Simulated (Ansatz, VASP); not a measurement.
## One calculation of As, two programs

The input INCAR:

```
ALGO = Normal
DIPOL = 0.5 0.5 0.371
EDIFF = 1E-6
ENCUT = 400
GGA = PE
GGA_COMPAT = False
IDIPOL = 3
ISIF = 2
ISMEAR = 0
IVDW = 12
LASPH = True
LCHARG = False
LDIPOL = True
LREAL = False
LWAVE = False
NBANDS = 38
NELM = 120
NELMDL = -8
PREC = Accurate
SIGMA = 0.05
```

File KPOINTS:

```
k-points
0
Gamma
  9 9 1
```

POSCAR

```
As
1.0
    3.5716243461      0.0000000000      0.0000000000
   -1.7858121731      3.0931174165      0.0000000000
    0.0000000000      0.0000000000     20.2951239530
As
4
Direct
    0.3333333333      0.6666666667      0.2217281358
    0.6666666667      0.3333333333      0.2905900940
    1.3333333333      0.6666666667      0.4517125393
    1.6666666667      0.3333333333      0.5205744975
```

Input for Ansatz:

```yaml
crystal:
  lattice:
    - [3.5716242768, 0.0, 0.0]
    - [-1.7858121384, 3.0931173565, 0.0]
    - [0.0, 0.0, 20.295123926]
  atoms:
    - { symbol: As, position: [0.3333333333, 0.6666666667, 0.2217281361] }
    - { symbol: As, position: [0.6666666667, 0.3333333333, 0.2905900937] }
    - { symbol: As, position: [1.3333333333, 0.6666666667, 0.4517125392] }
    - { symbol: As, position: [1.6666666667, 0.3333333333, 0.5205744968] }
basis:
  ecutwfc: 420
kpoints:
  mp_grid: { grid: [9, 9, 1] }
hamiltonian:
  xc: pbe
  dispersion: d3bj
scf:
  occupations: { method: gaussian, width: 0.05 }
output:
  forces: true
  eigenvalues: true
efield:
  axis: 3
  dipole_correction: true
  ramp_width: 0.04
```

Alike in both runs: task single point; functional PBE; dispersion D3(BJ); k mesh 9 × 9 × 1; occupations gaussian, width 0.05 eV; no spin polarisation.

|  | VASP | Ansatz |
| --- | --- | --- |
| version | VASP 6.6.1 | Ansatz 0.2.0 |
| potentials or method | VASP PAW PBE potentials, release 64 (As_d), cutoff 400 eV | scalar-relativistic, plane waves, PAW |
| valence electrons in the cell | 60 | 60 |

Ansatz gave:

- gap on the k mesh at the Fermi level (eV): 1.00
- least direct gap on the mesh (eV): 1.72
- rms of the force components (eV/Å): 0.024

**Question.** Which values does VASP return?

**Answer.** gap on the k mesh at the Fermi level (eV): 0.99; least direct gap on the mesh (eV): 1.70; rms of the force components (eV/Å): 0.033.

Atom by atom the forces differ by 0.014 eV/Å (rms over components).
